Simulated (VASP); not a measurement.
# Ir in VASP: further runs, part 2 of 3

VASP 6.6.1.

**4. Single point, r2SCAN (strain -0.050 along x and y, -0.050 along z)**

Input file POSCAR:

```
Ir
1.0
    0.0000000000      1.8237150000      1.8237150000
    1.8237150000      0.0000000000      1.8237150000
    1.8237150000      1.8237150000      0.0000000000
Ir
1
Direct
    0.0000000000      0.0000000000      0.0000000000
```

Input file INCAR.step1:

```
SYSTEM = Ir
  PREC = Accurate
  ENCUT = 520
  ISMEAR = 0
  SIGMA = 0.15
  LREAL = .False.
  LASPH = .True.
  NELM = 100
  NBANDS = 10
  GGA = PE
  ALGO = Normal
  EDIFF = 1E-4
  LWAVE = .True.
  LCHARG = .False.
```

Input file INCAR.step2:

```
SYSTEM = Ir
  PREC = Accurate
  ENCUT = 520
  EDIFF = 1E-7
  ISMEAR = 0
  SIGMA = 0.15
  LREAL = .False.
  LASPH = .True.
  NELM = 100
  ALGO = Normal
  ISIF = 2
  LWAVE = .False.
  LCHARG = .False.
  METAGGA = R2SCAN
  LMIXTAU = .True.
  NBANDS = 10
  ISTART = 1
```

Input file KPOINTS:

```
regular mesh
0
Gamma
  22 22 22
  0 0 0
```

Potentials or basis: VASP PAW PBE potentials, release 64 (Ir).

Started as:

```
> cat potpaw_PBE.64/Ir/POTCAR > POTCAR
> cp INCAR.step1 INCAR
> mpirun -np 1 vasp_std > vasp.out
> cp INCAR.step2 INCAR
> mpirun -np 1 vasp_std > vasp.out
```

OUTCAR:

```text
SYSTEM = Ir
   PREC = Accurate
   ENCUT = 520
   EDIFF = 1E-7
   ISMEAR = 0
   LREAL = .False.
   LASPH = .True.
   NELM = 100
   ISIF = 2
   METAGGA = R2SCAN
   ISTART = 1

 ion  position               nearest neighbor table
   1  0.000  0.000  0.000-

  LATTYP: Found a face centered cubic cell.
 ALAT       =     3.6474300000

  Lattice vectors:

 A1 = (   0.0000000000,   1.8237150000,   1.8237150000)
 A2 = (   1.8237150000,   0.0000000000,   1.8237150000)
 A3 = (   1.8237150000,   1.8237150000,   0.0000000000)

Analysis of symmetry for initial positions (statically):
=====================================================================
 Subroutine PRICEL returns:
 Original cell was already a primitive cell.

 Routine SETGRP: Setting up the symmetry group for a
 face centered cubic supercell.

 Subroutine GETGRP returns: Found 48 space group operations
 (whereof 48 operations were pure point group operations)
 out of a pool of 48 trial point group operations.

The static configuration has the point symmetry O_h .

Analysis of symmetry for dynamics (positions and initial velocities):
=====================================================================
 Subroutine PRICEL returns:
 Original cell was already a primitive cell.

 Routine SETGRP: Setting up the symmetry group for a
 face centered cubic supercell.

 Subroutine GETGRP returns: Found 48 space group operations
 (whereof 48 operations were pure point group operations)
 out of a pool of 48 trial point group operations.

The dynamic configuration has the point symmetry O_h .

 Subroutine INISYM returns: Found 48 space group operations
 (whereof 48 operations are pure point group operations),
 and found     1 'primitive' translations

----------------------------------------------------------------------------------------

                                     Primitive cell

  volume of cell :      12.1311

  direct lattice vectors                    reciprocal lattice vectors
     0.000000000  1.823715000  1.823715000    -0.274165645  0.274165645  0.274165645
     1.823715000  0.000000000  1.823715000     0.274165645 -0.274165645  0.274165645
     1.823715000  1.823715000  0.000000000     0.274165645  0.274165645 -0.274165645

  length of vectors
     2.579122487  2.579122487  2.579122487     0.474868828  0.474868828  0.474868828

  position of ions in fractional coordinates (direct lattice)
     0.000000000  0.000000000  0.000000000

  ion indices of the primitive-cell ions
   primitive index   ion index
                 1           1

----------------------------------------------------------------------------------------

 KPOINTS: regular mesh

Automatic generation of k-mesh.
 Grid dimensions read from file:
 generate k-points for:   22   22   22

 Generating k-lattice:

  Cartesian coordinates                     Fractional coordinates (reciprocal lattice)
    -0.012462075  0.012462075  0.012462075     0.045454545  0.000000000  0.000000000
     0.012462075 -0.012462075  0.012462075     0.000000000  0.045454545  0.000000000
     0.012462075  0.012462075 -0.012462075     0.000000000  0.000000000  0.045454545

  Length of vectors
     0.021584947  0.021584947  0.021584947

  Shift w.r.t. Gamma in fractional coordinates (k-lattice)
     0.000000000  0.000000000  0.000000000

 Subroutine IBZKPT returns following result:
 ===========================================

 Found    328 irreducible k-points:

 Following reciprocal coordinates:
            Coordinates               Weight
  0.000000  0.000000  0.000000      1.000000
  0.045455  0.000000  0.000000      8.000000
  0.090909  0.000000  0.000000      8.000000
  0.136364  0.000000  0.000000      8.000000
  0.181818  0.000000  0.000000      8.000000
  0.227273  0.000000  0.000000      8.000000
[... 16 lines left out ...]
  0.500000  0.045455  0.000000     24.000000
 -0.454545  0.045455  0.000000     24.000000
 [... further k-points ...]
   k-points           NKPTS =    328   k-points in BZ     NKDIM =    328   number of bands    NBANDS=     10
   number of dos      NEDOS =    301   number of ions     NIONS =      1
   total plane-waves  NPLWV =   8000
   dimension x,y,z NGX =    20 NGY =   20 NGZ =   20
   dimension x,y,z NGXF=    40 NGYF=   40 NGZF=   40
   ions per type =               1
   NGX,Y,Z   is equivalent  to a cutoff of  12.89, 12.89, 12.89 a.u.
   NGXF,Y,Z  is equivalent  to a cutoff of  25.78, 25.78, 25.78 a.u.
 SYSTEM =  Ir
   PREC   = accura    normal or accurate (medium, high low for compatibility)
   ISTART =      1    job   : 0-new  1-cont  2-samecut
   ICHARG =      0    charge: 1-file 2-atom 10-const
   ISPIN  =      1    spin polarized calculation?
   LNONCOLLINEAR =      F non collinear calculations
   LSORBIT =      F    spin-orbit coupling
   LASPH  =      T    aspherical Exc in radial PAW
   ENCUT  =  520.0 eV  38.22 Ry    6.18 a.u.   4.80  4.80  4.80*2*pi/ulx,y,z
   NELM   =    100;   NELMIN=  2; NELMDL=  0     # of ELM steps
   EDIFF  = 0.1E-06   stopping-criterion for ELM
   LREAL  =      F    real-space projection
   EDIFFG = 0.1E-05   stopping-criterion for IOM
   NSW    =      0    number of steps for IOM
   IBRION =     -1    ionic relax: 0-MD 1-quasi-New 2-CG
   NFREE  =      0    steps in history (QN), initial steepest desc. (CG)
   ISIF   =      2    stress and relaxation
   ISYM   =      2    0-nonsym 1-usesym 2-fastsym
   POTIM  = 0.5000    time-step for ionic-motion
   TEBEG  =    0.0;   TEEND  =   0.0 temperature during run
   PSTRESS=    0.0 pullay stress
   NELECT =       9.0000    total number of electrons
   NUPDOWN=      -1.0000    fix difference up-down
   EMIN   =  10.00;   EMAX   =-10.00  energy-range for DOS
   EFERMI =   0.00;   METHOD = LEGACY
   ISMEAR =     0;   SIGMA  =   0.15  broadening in eV -4-tet -1-fermi 0-gaus
   EFERMI_NEDOS =   21; number of points for ismear=-14 and -15
   IALGO  =     38    algorithm
   IMIX   =      4    mixing-type and parameters
     AMIX     =   0.40;   BMIX     =  1.00
     AMIX_MAG =   1.60;   BMIX_MAG =  1.00
  volume/ion in A,a.u.               =      12.13        81.86
  Fermi-wavevector in a.u.,A,eV,Ry     =   1.482024  2.800620 29.883788  2.196396
  Thomas-Fermi vector in A             =   2.595862
   LORBIT       =      0    0 simple, 1 ext, 2 COOP (PROOUT), +10 PAW based schemes
   METAGGA = R2SCAN    functional components
   LHFCALC =     F    Hartree Fock is set to
   AEXX    =    0.0000 exact exchange contribution
   IVDW    =     0    specifies the selected vdW correction
   LEPSILON=     F    determine dielectric tensor
   LRPA    =     F    only Hartree local field effects (RPA)
 non-spin polarized calculation
 Gauss-broadening in eV      SIGMA  =   0.15
  energy-cutoff  :      520.00
  volume of cell :       12.13
 maximum number of plane-waves:       335
   NGX =  9   NGY =  9   NGZ =  9

 number of electron       9.0000001 magnetization

 Free energy of the ion-electron system (eV)
  ---------------------------------------------------
  ext. energy  EPLUGINS =         0.00000000
  ---------------------------------------------------
  free energy    TOTEN  =       -51.82684680 eV

  energy without entropy =      -51.81741342  energy(sigma->0) =      -51.82213011

 E-fermi :  13.0532     XC(G=0): -16.4059

 val. band max:       13.0487190090   @ k =  -0.1818   0.1364   0.0455
 cond. band min:      13.0565058446   @ k =   0.3636   0.2727   0.0000
 fundamental gap:      0.0077868356
 Fermi energy:        13.0532289314

 k-point     1 :       0.0000    0.0000    0.0000
  band No.  band energies     occupation
      1      -0.2337      2.00000
      2       8.0113      2.00000
      3       8.0113      2.00000
      4       8.0113      2.00000
      5      11.4931      2.00000
      6      11.4931      2.00000
      7      27.7267      0.00000
      8      34.5836      0.00000
      9      34.5836      0.00000
     10      34.5836      0.00000
[... 287 lines left out ...]
 k-point    24 :      -0.4545    0.0455    0.0000
  band No.  band energies     occupation
      1       2.9302      2.00000
      2       7.7263      2.00000
      3       7.8924      2.00000
      4      11.4234      2.00000
      5      14.1385      0.00000
      6      14.8390      0.00000
      7      22.7021      0.00000
      8      27.6683      0.00000
      9      35.0865      0.00000
     10      35.5717      0.00000

 [... further k-points ...]

------------------------ aborting loop because EDIFF is reached ----------------------------------------

  FORCE on cell =-STRESS in cart. coord.  units (eV):
  Direction    XX          YY          ZZ          XY          YZ          ZX
  --------------------------------------------------------------------------------------
  -------------------------------------------------------------------------------------
  Total        7.1322079      7.1322079      7.1322079      0.0000000     -0.0000000      0.0000000
  in kB      941.9626244    941.9626244    941.9626244      0.0000000     -0.0000000      0.0000000
  external PRESSURE =     941.9626244 kB  Pullay stress =       0.0000000 kB

 VOLUME and BASIS-vectors are now :
 -----------------------------------------------------------------------------
  energy-cutoff  :      520.00
  volume of cell :       12.13
      direct lattice vectors                 reciprocal lattice vectors
     0.000000000  1.823715000  1.823715000    -0.274165645  0.274165645  0.274165645
     1.823715000  0.000000000  1.823715000     0.274165645 -0.274165645  0.274165645
     1.823715000  1.823715000  0.000000000     0.274165645  0.274165645 -0.274165645

 POSITION                                       TOTAL-FORCE (eV/Angst)
 -----------------------------------------------------------------------------------
      0.00000      0.00000      0.00000        -0.000000     -0.000000     -0.000000
 -----------------------------------------------------------------------------------
    total drift:                               -0.000000     -0.000000     -0.000000

  FREE ENERGIE OF THE ION-ELECTRON SYSTEM (eV)
  ---------------------------------------------------
  free  energy   TOTEN  =       -51.8268468033 eV

  energy  without entropy=      -51.8174134166  energy(sigma->0) =      -51.82213011
```

OSZICAR.step1:

```text
N       E                     dE             d eps       ncg     rms          rms(c)
DAV:   1     0.501029109203E+02    0.50103E+02   -0.44839E+03  6600   0.842E+02
DAV:   2    -0.787120711306E+01   -0.57974E+02   -0.55475E+02  6798   0.205E+02
DAV:   3    -0.871045551155E+01   -0.83925E+00   -0.83642E+00  7568   0.294E+01
DAV:   4    -0.871832828996E+01   -0.78728E-02   -0.78711E-02  7608   0.266E+00
DAV:   5    -0.871846892034E+01   -0.14063E-03   -0.14063E-03  7878   0.329E-01    0.234E+01
DAV:   6    -0.835182690462E+01    0.36664E+00   -0.41746E-01  7464   0.830E+00    0.110E+01
DAV:   7    -0.823949628423E+01    0.11233E+00   -0.23809E-01  8754   0.579E+00    0.137E+00
DAV:   8    -0.823310101774E+01    0.63953E-02   -0.43166E-03  7280   0.951E-01    0.648E-02
DAV:   9    -0.823301999862E+01    0.81019E-04   -0.29021E-04  7224   0.232E-01
   1 F= -.82330200E+01 E0= -.82282695E+01  d E =-.950102E-02
```

It took 1.8 min on 1 thread of AMD EPYC 9R45 (Zen 5), shared host; peak memory 0.14 GiB.

Results:

| Property | Result |
| --- | --- |
| Free energy | -51.8268 eV |
| Pressure | 94.2 GPa |
| Band gap on the k mesh | zero (an odd number of electrons rules out a gap without spin polarisation) |

Caveat: the cell differs from its parent crystal (strain -0.050 along x and y, -0.050 along z); the cell stands under pressure; the PAW data sets were made with another functional, which shifts forces and pressure a little; spin-orbit coupling is left out, which moves the levels of the heavy elements.

(Continued in part 3 of 3.)
